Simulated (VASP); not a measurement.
Input of a VASP 6.6.1 run:

POSCAR

```
TlSnCl3
1.0
    5.5173601512      0.0000000000      0.0000000000
    0.0000000000      5.5173601512      0.0000000000
    0.0000000000      0.0000000000      5.4070129482
Tl Sn Cl
1 1 3
Direct
    0.0000000000      0.0000000000      0.0000000000
    0.5000000000      0.5000000000      0.5000000000
    0.5000000000      0.5000000000      0.0000000000
    0.5000000000      0.0000000000      0.5000000000
    0.0000000000      0.5000000000      0.5000000000
```

INCAR.step1

```
PREC = Accurate
ENCUT = 520
ISMEAR = 0
SIGMA = 0.01
LREAL = False
LASPH = True
NELM = 100
NBANDS = 32
GGA = PE
ALGO = Normal
EDIFF = 1E-4
LWAVE = True
LCHARG = False
```

INCAR.step2

```
PREC = Accurate
ENCUT = 520
EDIFF = 1E-6
ISMEAR = 0
SIGMA = 0.01
LREAL = False
LASPH = True
NELM = 100
ALGO = Normal
ISIF = 2
LWAVE = False
LCHARG = False
METAGGA = R2SCAN
LMIXTAU = True
NBANDS = 32
ISTART = 1
```

Contents of KPOINTS:

```
Automatic mesh
0
Gamma
  6 6 6
```

Potentials or basis: VASP PAW PBE potentials, release 64 (Tl_d, Sn_d, Cl).

The run is started by

```sh
$ cat potpaw_PBE.64/Tl_d/POTCAR potpaw_PBE.64/Sn_d/POTCAR potpaw_PBE.64/Cl/POTCAR > POTCAR
$ cp INCAR.step1 INCAR
$ mpirun -np 1 vasp_std > vasp.out
$ cp INCAR.step2 INCAR
$ mpirun -np 1 vasp_std > vasp.out
```

(1) Estimate the band gap on the k mesh.

(2) Estimate the pressure.

Results:

(1) 0.52 eV (least direct gap 0.73 eV).

(2) 0.4 GPa.

Caveat: the cell differs from its parent crystal (uniaxial z strain -2.0%); the PAW data sets were made with another functional, which shifts forces and pressure a little; spin-orbit coupling is left out, which moves the levels of the heavy elements.
